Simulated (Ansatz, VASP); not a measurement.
**One calculation of CaSe, two programs**

Contents of INCAR:

```
SYSTEM = CaSe
  PREC = Accurate
  ENCUT = 520
  EDIFF = 1E-6
  ISMEAR = -1
  SIGMA = 0.02
  LREAL = .False.
  LASPH = .True.
  NELM = 60
  ALGO = Normal
  ISIF = 2
  LWAVE = .False.
  LCHARG = .False.
  GGA = PE
  NBANDS = 15
```

File KPOINTS:

```
Automatic mesh
0
Gamma
  6 6 6
  0 0 0
```

POSCAR

```
CaSe
1.0
    0.0000000000      3.2795613712      3.2631635643
    3.2795613712      0.0000000000      3.2631635643
    3.2795613712      3.2795613712      0.0000000000
Ca Se
1 1
Direct
    0.0000000000      0.0000000000      0.0000000000
    0.2500000000      0.2500000000      0.2500000000
```

Input for Ansatz:

```yaml
crystal:
  lattice:
    - [0.0, 3.2795613712, 3.2631635643]
    - [3.2795613712, 0.0, 3.2631635643]
    - [3.2795613712, 3.2795613712, 0.0]
  atoms:
    - { symbol: Ca, position: [0.0, 0.0, 0.0] }
    - { symbol: Se, position: [0.25, 0.25, 0.25] }
kpoints:
  mp_grid: { grid: [6, 6, 6] }
  band_path:
    path:
      - [0.0, 0.0, 0.0]
      - [-0.5, -0.5, 0.0]
      - [-0.375, -0.375, 0.25]
      - [-0.375, 0.0, 0.375]
      - [0.0, 0.0, 0.5]
      - [-0.5, -0.25, 0.25]
      - [0.0, 0.270833, -0.270833]
    npoints: 1
hamiltonian:
  xc: pbe
scf:
  occupations: { method: fermi_dirac, width: 0.02 }
  n_extra_bands: 4
output:
  forces: true
  stress: true
  eigenvalues: true
```

Change from the starting cell: uniaxial_z strain -0.5%.

Alike in both runs: task single point; functional PBE; k mesh 6 × 6 × 6; occupations fermi-dirac, width 0.02 eV; no spin polarisation.

```csv
,VASP,Ansatz
version,VASP 6.6.1,Ansatz 0.2.0
potentials or method,"VASP PAW PBE potentials, release 64 (Ca_sv, Se)","plane waves, PAW"
plane-wave cutoff (eV),520,420
valence electrons in the cell,16,26
```

```csv
,VASP,Ansatz,Ansatz less VASP
gap on the k mesh at the Fermi level (eV),3.22,3.22,+0.001
pressure (GPa),0.7,0.6,-0.11
```

VASP's potentials hold 16 valence electrons a cell and Ansatz's 26, so a difference there can come from the potentials and not from the codes.
